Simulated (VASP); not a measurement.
A run of VASP 6.6.1:

File POSCAR:

```
MgO
1.0
    2.6233490555      0.0000000000      0.0000000000
    0.0000000000      2.6233490555      0.0000000000
    0.0000000000      0.0000000000      2.6233490555
Mg O
1 1
Direct
    0.0000000000      0.0000000000      0.0000000000
    0.5000000000      0.5000000000      0.5000000000
```

Contents of INCAR.step1:

```
SYSTEM = MgO
PREC = Accurate
ENCUT = 520
EDIFF = 1E-5
ISMEAR = 0
SIGMA = 0.01
LREAL = .False.
LASPH = .True.
NELM = 100
ALGO = Normal
ISIF = 2
LWAVE = .True.
NBANDS = 11
GGA = PE
```

Contents of INCAR.step2:

```
SYSTEM = MgO
PREC = Accurate
ENCUT = 520
EDIFF = 1E-6
ISMEAR = 0
SIGMA = 0.01
LREAL = .False.
LASPH = .True.
NELM = 100
ALGO = Normal
ISIF = 2
LWAVE = .False.
LCHARG = .True.
GGA = PE
LHFCALC = .True.
HFSCREEN = 0.2079
PRECFOCK = Normal
LELF = .True.
LVHAR = .True.
NBANDS = 11
ISTART = 1
```

Contents of KPOINTS:

```
regular mesh
0
Gamma
  6 6 6
  0 0 0
```

Potentials or basis: VASP PAW PBE potentials, release 64 (Mg, O).

The run is started by

```sh
$ cat potpaw_PBE.64/Mg/POTCAR potpaw_PBE.64/O/POTCAR > POTCAR
$ cp INCAR.step1 INCAR
$ mpirun -np 1 vasp_std > vasp.out
$ cp INCAR.step2 INCAR
$ mpirun -np 1 vasp_std > vasp.out
```

Hardware: 1 thread of AMD EPYC 9R45 96-Core Processor (Zen 5), on a shared host.

**Question.** Estimate the wall time of this run.

**Answer.** Wall time 3.2 min on 1 thread of AMD EPYC 9R45 96-Core Processor (Zen 5), on a shared host, peak memory 0.2 GiB. Counts: k points 20.
